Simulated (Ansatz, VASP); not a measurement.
# Sr in VASP and in Ansatz

```
Sr
1.0
     0.00000    3.05211    3.05211
     3.05211    0.00000    3.05211
     3.05211    3.05211    0.00000
Sr
1
Direct
  0.00000 0.00000 0.00000
```

Alike in both runs: task single point; functional r2SCAN; k mesh 9 × 9 × 9; occupations gaussian, width 0.01 eV; no spin polarisation.

|  | VASP | Ansatz |
| --- | --- | --- |
| version | VASP 6.6.1 | Ansatz 0.2.0 |
| potentials or method | VASP PAW PBE potentials, release 64 (Sr_sv), cutoff 520 eV | plane waves (500 eV) with PAW, scalar-relativistic |
| valence electrons in the cell | 10 | 10 |

|  | VASP | Ansatz | Ansatz less VASP |
| --- | --- | --- | --- |
| pressure (GPa) | 0.0 | 0.0 | -0.02 |

VASP's potentials were made for PBE, not for r2SCAN.
